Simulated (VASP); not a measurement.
# C in VASP: notebook

Runs on C. Level: LDA. Tasks: single point.

All numbers are computed with VASP 6.6.1; they aren't measurements. Logs are shortened: lines on timing, memory, paths and dates and some standing lists are left out, and cuts for length are marked.

### Step 1. The cell of the first run

The cell holds a slab with vacuum, 6 atoms: a = 2.497 Å, b = 3.532 Å, c = 18.497 Å, α = 90.00°, β = 90.00°, γ = 90.00°.

### Step 2. Single point, LDA

The input, INCAR:

```
  ALGO = Normal
  DIPOL = 0.5 0.5 0.500
  EDIFF = 1E-6
  ENCUT = 520
  GGA = CA
  IDIPOL = 3
  ISIF = 2
  ISMEAR = -1
  LASPH = T
  LCHARG = F
  LDIPOL = T
  LREAL = F
  LWAVE = F
  NBANDS = 21
  NELM = 100
  PREC = Accurate
  SIGMA = 0.02
```

The input, KPOINTS:

```
k-points
0
Gamma
  10 7 1
```

The input, POSCAR:

```
C
1.0
    2.4973051747      0.0000000000      0.0000000000
    0.0000000000      3.5317228474      0.0000000000
    0.0000000000      0.0000000000     18.4973000000
C
6
Direct
    0.7500000000      0.0979665966      0.4395637417
    0.2500000000      0.9020334034      0.4395637417
    0.2500000000      0.6098846866      0.5000000011
    0.7500000000      0.3901153134      0.5000000011
    0.7500000000      0.0979665959      0.5604362572
    0.2500000000      0.9020334041      0.5604362572
```

Potentials or basis: VASP PAW LDA potentials, release 64 (C).

The run is started by

```
> cat potpaw_LDA.64/C/POTCAR > POTCAR
> mpirun -np 1 vasp_std > vasp.out
```

OUTCAR:

```text
EDIFF = 1E-6
   ENCUT = 520
   GGA = CA
   ISIF = 2
   ISMEAR = -1
   LASPH = T
   LREAL = F
   NELM = 100
   PREC = Accurate

 ion  position               nearest neighbor table
   1  0.750  0.098  0.440-   2 1.43   2 1.43   4 1.52
   2  0.250  0.902  0.440-   1 1.43   1 1.43   3 1.52
   3  0.250  0.610  0.500-   4 1.47   4 1.47   6 1.52   2 1.52
   4  0.750  0.390  0.500-   3 1.47   3 1.47   5 1.52   1 1.52
   5  0.750  0.098  0.560-   6 1.43   6 1.43   4 1.52
   6  0.250  0.902  0.560-   5 1.43   5 1.43   3 1.52

  LATTYP: Found a simple orthorhombic cell.
 ALAT       =     2.4973051747
 B/A-ratio  =     1.4142135624
 C/A-ratio  =     7.4069041251

  Lattice vectors:

 A1 = (   2.4973051747,   0.0000000000,   0.0000000000)
 A2 = (   0.0000000000,   3.5317228474,   0.0000000000)
 A3 = (   0.0000000000,   0.0000000000,  18.4973000000)

Analysis of symmetry for initial positions (statically):
=====================================================================
 Subroutine PRICEL returns:
 Original cell was already a primitive cell.

 Routine SETGRP: Setting up the symmetry group for a
 simple orthorhombic supercell.

 Subroutine GETGRP returns: Found  8 space group operations
 (whereof  4 operations were pure point group operations)
 out of a pool of  8 trial point group operations.

The static configuration has the point symmetry C_2h.
 The point group associated with its full space group is D_2h.

Analysis of symmetry for dynamics (positions and initial velocities):
=====================================================================
 Subroutine PRICEL returns:
 Original cell was already a primitive cell.

 Routine SETGRP: Setting up the symmetry group for a
 simple orthorhombic supercell.

 Subroutine GETGRP returns: Found  8 space group operations
 (whereof  4 operations were pure point group operations)
 out of a pool of  8 trial point group operations.

The dynamic configuration has the point symmetry C_2h.
 The point group associated with its full space group is D_2h.

 Subroutine INISYM returns: Found  8 space group operations
 (whereof  4 operations are pure point group operations),
 and found     1 'primitive' translations

----------------------------------------------------------------------------------------

                                     Primitive cell

  volume of cell :     163.1423

  direct lattice vectors                    reciprocal lattice vectors
     2.497305175  0.000000000  0.000000000     0.400431637  0.000000000  0.000000000
     0.000000000  3.531722847  0.000000000     0.000000000  0.283147926  0.000000000
     0.000000000  0.000000000 18.497300000     0.000000000  0.000000000  0.054061944

  length of vectors
     2.497305175  3.531722847 18.497300000     0.400431637  0.283147926  0.054061944

  position of ions in fractional coordinates (direct lattice)
     0.750000000  0.097966597  0.439563742
     0.250000000  0.902033403  0.439563742
     0.250000000  0.609884687  0.500000001
     0.750000000  0.390115313  0.500000001
     0.750000000  0.097966596  0.560436257
     0.250000000  0.902033404  0.560436257

  ion indices of the primitive-cell ions
   primitive index   ion index
                 1           1
                 2           2
                 3           3
                 4           4
                 5           5
                 6           6

----------------------------------------------------------------------------------------

 KPOINTS: k-points

Automatic generation of k-mesh.
 Grid dimensions read from file:
 generate k-points for:   10    7    1

 Generating k-lattice:

  Cartesian coordinates                     Fractional coordinates (reciprocal lattice)
     0.040043164  0.000000000  0.000000000     0.100000000  0.000000000  0.000000000
     0.000000000  0.040449704  0.000000000     0.000000000  0.142857143  0.000000000
     0.000000000  0.000000000  0.054061944     0.000000000  0.000000000  1.000000000

  Length of vectors
     0.040043164  0.040449704  0.054061944

  Shift w.r.t. Gamma in fractional coordinates (k-lattice)
     0.000000000  0.000000000  0.000000000

 Subroutine IBZKPT returns following result:
 ===========================================

 Found     24 irreducible k-points:

 Following reciprocal coordinates:
            Coordinates               Weight
  0.000000  0.000000  0.000000      1.000000
  0.100000  0.000000  0.000000      2.000000
  0.200000  0.000000  0.000000      2.000000
  0.300000  0.000000  0.000000      2.000000
  0.400000  0.000000  0.000000      2.000000
  0.500000  0.000000  0.000000      1.000000
[... 16 lines left out ...]
  0.400000  0.428571  0.000000      4.000000
  0.500000  0.428571  0.000000      2.000000
   k-points           NKPTS =     24   k-points in BZ     NKDIM =     24   number of bands    NBANDS=     21
   number of dos      NEDOS =    301   number of ions     NIONS =      6
   total plane-waves  NPLWV =  78400
   dimension x,y,z NGX =    20 NGY =   28 NGZ =  140
   dimension x,y,z NGXF=    40 NGYF=   56 NGZF=  280
   ions per type =               6
   NGX,Y,Z   is equivalent  to a cutoff of  13.31, 13.18, 12.58 a.u.
   NGXF,Y,Z  is equivalent  to a cutoff of  26.63, 26.36, 25.17 a.u.
 SYSTEM =  unknown system
   PREC   = accura    normal or accurate (medium, high low for compatibility)
   ISTART =      0    job   : 0-new  1-cont  2-samecut
   ICHARG =      2    charge: 1-file 2-atom 10-const
   ISPIN  =      1    spin polarized calculation?
   LNONCOLLINEAR =      F non collinear calculations
   LSORBIT =      F    spin-orbit coupling
   LASPH  =      T    aspherical Exc in radial PAW
   ENCUT  =  520.0 eV  38.22 Ry    6.18 a.u.   4.64  6.57 34.39*2*pi/ulx,y,z
   NELM   =    100;   NELMIN=  2; NELMDL= -5     # of ELM steps
   EDIFF  = 0.1E-05   stopping-criterion for ELM
   LREAL  =      F    real-space projection
   EDIFFG = 0.1E-04   stopping-criterion for IOM
   NSW    =      0    number of steps for IOM
   IBRION =     -1    ionic relax: 0-MD 1-quasi-New 2-CG
   NFREE  =      0    steps in history (QN), initial steepest desc. (CG)
   ISIF   =      2    stress and relaxation
   ISYM   =      2    0-nonsym 1-usesym 2-fastsym
   POTIM  = 0.5000    time-step for ionic-motion
   TEBEG  =    0.0;   TEEND  =   0.0 temperature during run
   PSTRESS=    0.0 pullay stress
   NELECT =      24.0000    total number of electrons
   NUPDOWN=      -1.0000    fix difference up-down
   EMIN   =  10.00;   EMAX   =-10.00  energy-range for DOS
   EFERMI =   0.00;   METHOD = LEGACY
   ISMEAR =    -1;   SIGMA  =   0.02  broadening in eV -4-tet -1-fermi 0-gaus
   EFERMI_NEDOS =   21; number of points for ismear=-14 and -15
   IALGO  =     38    algorithm
   IMIX   =      4    mixing-type and parameters
     AMIX     =   0.40;   BMIX     =  1.00
     AMIX_MAG =   1.60;   BMIX_MAG =  1.00
  volume/ion in A,a.u.               =      27.19       183.49
  Fermi-wavevector in a.u.,A,eV,Ry     =   0.864217  1.633134 10.161809  0.746872
  Thomas-Fermi vector in A             =   1.982282
   LORBIT       =      0    0 simple, 1 ext, 2 COOP (PROOUT), +10 PAW based schemes
   GGA     = CA    functional components
   LHFCALC =     F    Hartree Fock is set to
   AEXX    =    0.0000 exact exchange contribution
   IVDW    =     0    specifies the selected vdW correction
   LEPSILON=     F    determine dielectric tensor
   LRPA    =     F    only Hartree local field effects (RPA)
 non-spin polarized calculation
  energy-cutoff  :      520.00
  volume of cell :      163.14
 maximum number of plane-waves:      4426
 NGX is ok and might be reduce to    20
   NGX =  9   NGY = 13   NGZ = 69

 dipolmoment           0.000000      0.000000     -0.000000 electrons x Angstroem

 number of electron      24.0000003 magnetization

 dipolmoment           0.000000      0.000000      0.000000 electrons x Angstroem

 Free energy of the ion-electron system (eV)
  ---------------------------------------------------
  ext. energy  EPLUGINS =         0.00000000
  ---------------------------------------------------
  free energy    TOTEN  =       -54.32429439 eV

  energy without entropy =      -54.32209692  energy(sigma->0) =      -54.32319566

 E-fermi :  -2.8161     XC(G=0):  -3.7852

 val. band max:       -2.8292120893   @ k =   0.1000   0.4286   0.0000
 cond. band min:      -2.7699351331   @ k =   0.2000   0.4286   0.0000
 fundamental gap:      0.0592769563
 Fermi energy:        -2.8160875072

 k-point     1 :       0.0000    0.0000    0.0000
  band No.  band energies     occupation
      1     -23.8013      2.00000
      2     -18.9332      2.00000
      3     -15.8354      2.00000
      4     -14.8851      2.00000
      5     -10.5615      2.00000
      6      -9.7044      2.00000
[... 13 lines left out ...]
     20       5.4294      0.00000
     21       5.9595      0.00000

 k-point     2 :       0.1000    0.0000    0.0000
  band No.  band energies     occupation
      1     -23.6192      2.00000
      2     -18.7675      2.00000
      3     -15.6908      2.00000
      4     -14.7987      2.00000
      5     -10.5071      2.00000
      6     -10.4088      2.00000
[... 13 lines left out ...]
     20       5.3458      0.00000
     21       6.2412      0.00000

 k-point     3 :       0.2000    0.0000    0.0000
  band No.  band energies     occupation
      1     -23.0751      2.00000
      2     -18.2724      2.00000
      3     -15.2577      2.00000
      4     -14.7510      2.00000
      5     -12.0391      2.00000
      6     -10.0004      2.00000
[... 13 lines left out ...]
     20       5.9127      0.00000
     21       6.2035      0.00000
[... 457 lines left out ...]
 k-point    23 :       0.4000    0.4286    0.0000
  band No.  band energies     occupation
      1     -19.4868      2.00000
      2     -18.0992      2.00000
      3     -15.7733      2.00000
      4     -15.6673      2.00000
      5     -14.3963      2.00000
      6     -12.8825      2.00000
[... 13 lines left out ...]
     20       8.4690      0.00000
     21       8.8936      0.00000

 k-point    24 :       0.5000    0.4286    0.0000
  band No.  band energies     occupation
      1     -18.1274      2.00000
      2     -18.1274      2.00000
      3     -15.9795      2.00000
      4     -15.9795      2.00000
      5     -14.4386      2.00000
      6     -14.4386      2.00000
[... 13 lines left out ...]
     20       9.3189      0.00000
     21       9.3420      0.00000

------------------------ aborting loop because EDIFF is reached ----------------------------------------

 vacuum level on the upper side and lower side of the slab       (xc-potential included)        -0.141        -0.141

  FORCE on cell =-STRESS in cart. coord.  units (eV):
  Direction    XX          YY          ZZ          XY          YZ          ZX
  --------------------------------------------------------------------------------------
  -------------------------------------------------------------------------------------
  Total       -1.9938900      9.2747153      0.1899153      0.0000000      0.0000000      0.0000000
  in kB      -19.5814661     91.0845249      1.8651076      0.0000000      0.0000000      0.0000000
  external PRESSURE =      24.4560554 kB  Pullay stress =       0.0000000 kB

 VOLUME and BASIS-vectors are now :
 -----------------------------------------------------------------------------
  energy-cutoff  :      520.00
  volume of cell :      163.14
      direct lattice vectors                 reciprocal lattice vectors
     2.497305175  0.000000000  0.000000000     0.400431637  0.000000000  0.000000000
     0.000000000  3.531722847  0.000000000     0.000000000  0.283147926  0.000000000
     0.000000000  0.000000000 18.497300000     0.000000000  0.000000000  0.054061944

 POSITION                                       TOTAL-FORCE (eV/Angst)
 -----------------------------------------------------------------------------------
      1.87298      0.34599      8.13074         0.000000      0.021801     -0.054258
      0.62433      3.18573      8.13074         0.000000     -0.021801     -0.054258
      0.62433      2.15394      9.24865         0.000000     -0.022896      0.000000
      1.87298      1.37778      9.24865         0.000000      0.022896      0.000000
      1.87298      0.34599     10.36656         0.000000      0.021801      0.054258
      0.62433      3.18573     10.36656         0.000000     -0.021801      0.054258
 -----------------------------------------------------------------------------------
    total drift:                                0.000000     -0.000000     -0.000003

  FREE ENERGIE OF THE ION-ELECTRON SYSTEM (eV)
  ---------------------------------------------------
  free  energy   TOTEN  =       -54.3242943943 eV

  energy  without entropy=      -54.3220969185  energy(sigma->0) =      -54.32319566

 vacuum level on the upper side and lower side of the slab         3.165         3.165
```

Run time: 2.5 min. Hardware: 1 thread of Intel Xeon Platinum 8488C (Sapphire Rapids), shared host; peak memory 0.23 GiB.

Results:

```
Free energy            : -54.3243 eV
Largest force          : 0.058 eV/Å
Band gap on the k mesh : zero (band 12 reaches -2.18 eV, above the bottom of band 13 at -2.98 eV)
```

Forces on the atoms (eV/Å):
```
C    0.000  0.022 -0.054
C    0.000 -0.022 -0.054
C    0.000 -0.023  0.000
C    0.000  0.023  0.000
C    0.000  0.022  0.054
C    0.000 -0.022  0.054
```

Levels at points of the mesh, in eV from the Fermi level:
| k point | band 10 | band 11 | band 12 | band 13 | band 14 | band 15 |
| --- | --- | --- | --- | --- | --- | --- |
| (0.00, 0.00, 0.00) | -2.26 | -2.22 | 0.63 | 0.90 | 5.33 | 5.39 |
| (0.50, 0.00, 0.00) | -5.09 | -1.72 | -1.72 | 1.33 | 1.33 | 6.74 |

### Step 3. Single point, LDA

The input, INCAR:

```
PREC = Accurate
ENCUT = 520
EDIFF = 1E-7
ISMEAR = -1
SIGMA = 0.02
LREAL = False
LASPH = True
NELM = 100
ALGO = Normal
ISIF = 2
LWAVE = False
LCHARG = True
LDIPOL = True
IDIPOL = 3
DIPOL = 0.5 0.5 0.500
LELF = True
LVHAR = True
LVACPOTAV = True
NBANDS = 21
```

The input, KPOINTS:

```
regular mesh
0
Gamma
  10 7 1
```

POSCAR is that of step 2.

Potentials or basis: VASP PAW LDA potentials, release 64 (C).

The run is started by

```
> cat potpaw_LDA.64/C/POTCAR > POTCAR
> mpirun -np 1 vasp_std > vasp.out
```

OUTCAR:

```text
PREC = Accurate
   ENCUT = 520
   EDIFF = 1E-7
   ISMEAR = -1
   LREAL = False
   LASPH = True
   NELM = 100
   ISIF = 2

 ion  position               nearest neighbor table
   1  0.750  0.098  0.440-   2 1.43   2 1.43   4 1.52
   2  0.250  0.902  0.440-   1 1.43   1 1.43   3 1.52
   3  0.250  0.610  0.500-   4 1.47   4 1.47   6 1.52   2 1.52
   4  0.750  0.390  0.500-   3 1.47   3 1.47   5 1.52   1 1.52
   5  0.750  0.098  0.560-   6 1.43   6 1.43   4 1.52
   6  0.250  0.902  0.560-   5 1.43   5 1.43   3 1.52

  LATTYP: Found a simple orthorhombic cell.
 ALAT       =     2.4973051747
 B/A-ratio  =     1.4142135624
[... 784 lines left out ...]
  Total       -1.9938423      9.2747706      0.1900243      0.0000000      0.0000000      0.0000000
  in kB      -19.5809980     91.0850680      1.8661779      0.0000000      0.0000000      0.0000000
  external PRESSURE =      24.4567493 kB  Pullay stress =       0.0000000 kB

 VOLUME and BASIS-vectors are now :
 -----------------------------------------------------------------------------
  energy-cutoff  :      520.00
  volume of cell :      163.14
      direct lattice vectors                 reciprocal lattice vectors
     2.497305175  0.000000000  0.000000000     0.400431637  0.000000000  0.000000000
     0.000000000  3.531722847  0.000000000     0.000000000  0.283147926  0.000000000
     0.000000000  0.000000000 18.497300000     0.000000000  0.000000000  0.054061944

 POSITION                                       TOTAL-FORCE (eV/Angst)
 -----------------------------------------------------------------------------------
      1.87298      0.34599      8.13074         0.000000      0.021801     -0.054250
      0.62433      3.18573      8.13074         0.000000     -0.021801     -0.054250
      0.62433      2.15394      9.24865         0.000000     -0.022892      0.000000
      1.87298      1.37778      9.24865         0.000000      0.022892      0.000000
      1.87298      0.34599     10.36656         0.000000      0.021801      0.054250
      0.62433      3.18573     10.36656         0.000000     -0.021801      0.054250
 -----------------------------------------------------------------------------------
    total drift:                                0.000000     -0.000000     -0.000003

  FREE ENERGIE OF THE ION-ELECTRON SYSTEM (eV)
  ---------------------------------------------------
  free  energy   TOTEN  =       -54.3242945986 eV

  energy  without entropy=      -54.3220971318  energy(sigma->0) =      -54.32319587

 vacuum level on the upper side and lower side of the slab         3.236         3.236
```

OSZICAR:

```text
N       E                     dE             d eps       ncg     rms          rms(c)
DAV:   1     0.177288364526E+03    0.17729E+03   -0.10041E+04  1008   0.911E+02
DAV:   2    -0.369210476465E+02   -0.21421E+03   -0.20478E+03  1445   0.225E+02
DAV:   3    -0.569809766041E+02   -0.20060E+02   -0.19847E+02  1305   0.754E+01
DAV:   4    -0.574292352594E+02   -0.44826E+00   -0.44754E+00  1513   0.136E+01
[... 14 lines left out ...]
DAV:  19    -0.543242900170E+02   -0.33186E-05   -0.49367E-08  1077   0.133E-03    0.345E-04
DAV:  20    -0.543242941674E+02   -0.41504E-05   -0.14633E-07   938   0.102E-03    0.983E-05
DAV:  21    -0.543242944037E+02   -0.23625E-06   -0.40235E-09   997   0.342E-04    0.547E-05
DAV:  22    -0.543242945900E+02   -0.18630E-06   -0.46182E-09   933   0.231E-04    0.345E-05
DAV:  23    -0.543242945986E+02   -0.86684E-08   -0.19593E-10   982   0.883E-05
   1 F= -.54324295E+02 E0= -.54323196E+02  d E =-.219747E-02
```

Wall time 2.6 min (1 thread of Intel Xeon Platinum 8488C (Sapphire Rapids), shared host); peak memory 0.23 GiB.

What came out:

```yaml
Free_energy: -54.3243 eV
Largest_force: 0.058 eV/Å
Band_gap_on_the_k_mesh: zero (band 12 reaches -2.18 eV, above the bottom of band 13 at -2.98 eV)
```

Forces on the atoms (eV/Å):
```
C    0.000  0.022 -0.054
C    0.000 -0.022 -0.054
C    0.000 -0.023  0.000
C    0.000  0.023  0.000
C    0.000  0.022  0.054
C    0.000 -0.022  0.054
```

### Step 4. Single point, LDA

The input, INCAR:

```
SYSTEM = C
  ALGO = Normal
  DIPOL = 0.5 0.5 0.500
  EDIFF = 1E-6
  ENCUT = 520
  GGA = CA
  IDIPOL = 3
  ISIF = 2
  ISMEAR = -1
  LASPH = .TRUE.
  LCHARG = .FALSE.
  LDIPOL = .TRUE.
  LREAL = .FALSE.
  LWAVE = .FALSE.
  NBANDS = 21
  NELM = 100
  PREC = Accurate
  SIGMA = 0.02
```

The input, KPOINTS:

```
k-points
0
G
  10 7 1
  0 0 0
```

POSCAR is that of step 3.

The run is started by

```
> cat potpaw_LDA.64/C/POTCAR > POTCAR
> mpirun -np 1 vasp_std > vasp.out
```

Wall time 2.2 min (1 thread of Intel Xeon Platinum 8488C (Sapphire Rapids), shared host); peak memory 0.23 GiB.

The run converged. Its results:

```
Free energy            : -54.3243 eV
Largest force          : 0.058 eV/Å
Band gap on the k mesh : zero (band 12 reaches -2.18 eV, above the bottom of band 13 at -2.98 eV)
```

Forces on the atoms (eV/Å):
```
C    0.000  0.022 -0.054
C    0.000 -0.022 -0.054
C    0.000 -0.023  0.000
C    0.000  0.023  0.000
C    0.000  0.022  0.054
C    0.000 -0.022  0.054
```

Levels at points of the mesh, in eV from the Fermi level:
| k point | band 9 | band 10 | band 11 | band 12 | band 13 | band 14 | band 15 | band 16 |
| --- | --- | --- | --- | --- | --- | --- | --- | --- |
| (0.00, 0.00, 0.00) | -4.39 | -2.26 | -2.22 | 0.63 | 0.90 | 5.33 | 5.39 | 5.45 |
| (0.50, 0.00, 0.00) | -5.09 | -5.09 | -1.72 | -1.72 | 1.33 | 1.33 | 6.74 | 6.74 |

[end of part 1 of 2]
